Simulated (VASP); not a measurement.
BeHF3:

```
CELL_PARAMETERS angstrom
3.76882 0.00000 0.00000
0.00000 3.76882 0.00000
0.00000 0.00000 3.76882
ATOMIC_POSITIONS crystal
Be 0.50000 0.50000 0.50000
H 0.00000 0.00000 0.00000
F 0.00000 0.50000 0.50000
F 0.50000 0.00000 0.50000
F 0.50000 0.50000 0.00000
```

The cell was built from a structure type or drawn by symmetry, and may not be a known phase.

* Program: VASP 6.6.1
* Task: relaxation of cell and atoms
* Functional: PBE
* Potentials or basis: VASP PAW PBE potentials, release 64 (Be, H, F)
* Cutoff: 600 eV
* k mesh: 4 × 4 × 4
* Occupations: gaussian, width 0.1 eV
* Spin: no spin polarisation

At the start: pressure -16.9 GPa; volume 10.71 Å³/atom.

Problem. How do energy, volume and symmetry change on relaxing?

Solution. Over 4 steps the energy falls by 169.9 meV/atom and the volume is 8.16 Å³/atom (-23.8 %); space group Pm-3m (No. 221, to 0.1 Å) before and after.

Step by step:
```
step  energy change (eV)  largest force (eV/Å)  pressure (GPa)  volume (Å³)
   1              0.0000                0.0000          -16.92        53.53
   2             -0.7130                0.0000           -9.17        45.24
   3             -0.8470                0.0000           -1.52        41.45
   4             -0.8497                0.0000            0.26        40.79
```

Final structure:
```cif
data_structure
_symmetry_space_group_name_H-M 'P 1'
_symmetry_Int_Tables_number 1
_cell_length_a 3.4424
_cell_length_b 3.4424
_cell_length_c 3.4424
_cell_angle_alpha 90.000
_cell_angle_beta 90.000
_cell_angle_gamma 90.000
_cell_volume 40.79
loop_
_atom_site_label
_atom_site_type_symbol
_atom_site_fract_x
_atom_site_fract_y
_atom_site_fract_z
_atom_site_occupancy
Be1 Be 0.50000 0.50000 0.50000 1
H1 H 0.00000 0.00000 0.00000 1
F1 F 0.00000 0.50000 0.50000 1
F2 F 0.50000 0.00000 0.50000 1
F3 F 0.50000 0.50000 0.00000 1
```

Caveat: the k points lie up to 0.46 Å⁻¹ apart in the final cell; the volume moved by over 15 % at a fixed basis, so the end points are rough.
